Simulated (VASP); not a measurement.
The system is Y.

```
CELL_PARAMETERS angstrom
3.71894 0.00000 0.00000
-1.85947 3.22069 0.00000
0.00000 0.00000 5.84299
ATOMIC_POSITIONS crystal
Y 0.66667 0.33333 0.75000
Y 0.33333 0.66667 0.25000
```

This cell differs from its parent crystal: volume scaled by 1.06.

Base run:

| Quantity | Value |
| --- | --- |
| Program | VASP 6.6.1 |
| Functional | PBEsol |
| Potentials or basis | VASP PAW PBE potentials, release 64 (Y_sv) |
| Cutoff | 520 eV |
| k mesh | 8 × 8 × 5 |
| Occupations | fermi-dirac, width 0.05 eV |
| Spin | no spin polarisation |

Its results: band gap on the k mesh zero (band 11 reaches 3.31 eV, above the bottom of band 12 at 2.12 eV); pressure -4.0 GPa.

**Question.** The run is repeated on the same cell with these changes: functional from PBEsol to PBE. What comes out?

**Answer.** Band gap on the k mesh zero (band 11 reaches 3.40 eV, above the bottom of band 12 at 2.23 eV); pressure -2.3 GPa.

PBE binds less tightly than PBEsol, so the same cell stands under more pressure.

Caveats: the PAW data sets were made with another functional, which shifts forces and pressure a little (some runs).
